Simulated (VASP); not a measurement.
The system is AlAs.

```
CELL_PARAMETERS angstrom
0.00000 2.77518 2.77518
2.77518 0.00000 2.77518
2.77518 2.77518 0.00000
ATOMIC_POSITIONS crystal
Al 0.00000 0.00000 0.00000
As 0.25000 0.25000 0.25000
```

Base run:

| Property | Result |
| --- | --- |
| Program | VASP 6.6.1 |
| Functional | PBEsol |
| Potentials or basis | VASP PAW PBE potentials, release 64 (Al, As) |
| Cutoff | 500 eV |
| k mesh | 8 × 8 × 8 |
| Occupations | gaussian, width 0.02 eV |
| Spin | no spin polarisation |

Its results: band gap on the k mesh 1.21 eV, indirect (least direct gap 2.45 eV); pressure 5.9 GPa.

The run is repeated on the same cell with these changes: functional from PBEsol to PBE. What comes out?

Band gap on the k mesh 1.32 eV, indirect (least direct gap 2.54 eV); pressure 8.0 GPa.

PBE binds less tightly than PBEsol, so the same cell stands under more pressure.

Caveats: the PAW data sets were made with another functional, which shifts forces and pressure a little (some runs).

A k mesh can miss the band edges.
